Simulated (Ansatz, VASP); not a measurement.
## CdS: VASP beside Ansatz

File INCAR:

```
ALGO     = Normal         # electronic algorithm
EDIFF    = 1E-6           # SCF threshold, eV
ENCUT    = 520            # plane-wave cutoff, eV
GGA      = PE             # functional
ISIF     = 2              # what is computed and relaxed
ISMEAR   = 0              # smearing method
LASPH    = True           # aspherical terms in the spheres
LCHARG   = True           # write CHGCAR
LELF     = True           # ELF
LREAL    = False          # projectors in reciprocal space
LVHAR    = True         
LWAVE    = False          # write WAVECAR
NBANDS   = 16             # bands
NELM     = 100            # most SCF steps
PREC     = Accurate       # precision mode
SIGMA    = 0.01           # smearing width, eV
```

Contents of KPOINTS:

```
k-points
0
Gamma
  4 4 4
```

The input POSCAR:

```
CdS
1.0
    0.0000000000      2.9165000000      2.9165000000
    2.9165000000      0.0000000000      2.9165000000
    2.9165000000      2.9165000000      0.0000000000
Cd S
1 1
Direct
    0.0098400000      0.9944900000      0.9972900000
    0.2364242465      0.2576657535      0.2591242465
```

Input for Ansatz:

```yaml
crystal:
  lattice:
    - [0.0, 2.9165, 2.9165]
    - [2.9165, 0.0, 2.9165]
    - [2.9165, 2.9165, 0.0]
  atoms:
    - { symbol: Cd, position: [0.00984, 0.99449, 0.99729] }
    - { symbol: S, position: [0.23642424652837304, 0.25766575347162696, 0.259124246528373] }
basis:
  ecutwfc: 540.0
  xc_grid: 2
kpoints:
  mp_grid:
    grid: [4, 4, 4]
hamiltonian:
  xc: pbe
scf:
  convergence:
    dr2_threshold: 1.0e-09
  occupations:
    method: fixed
output:
  forces: true
  stress: true
```

Alike in both runs: task single point; functional PBE; k mesh 4 × 4 × 4; no spin polarisation.

|  | VASP | Ansatz |
| --- | --- | --- |
| version | VASP 6.6.1 | Ansatz 0.2.0 |
| potentials or method | VASP PAW PBE potentials, release 64 (Cd, S), cutoff 520 eV | plane waves, PAW |
| occupations | gaussian, width 0.01 eV | fixed |
| valence electrons in the cell | 18 | 26 |

|  | VASP | Ansatz | Ansatz less VASP |
| --- | --- | --- | --- |
| pressure (GPa) | 3.5 | 3.2 | -0.37 |
| traceless stress, the component that is largest in VASP (GPa) | -1.64 | -1.58 | +0.061 |
| rms of the force components (eV/Å) | 0.233 | 0.226 | -0.0062 |

Atom by atom the forces differ by 0.006 eV/Å (rms over components). VASP's potentials hold 18 valence electrons a cell and Ansatz's 26, so a difference there can come from the potentials and not from the codes. Ansatz's warnings: stress scf threshold loose.

The k mesh is coarse, so the values compare programs but aren't converged.
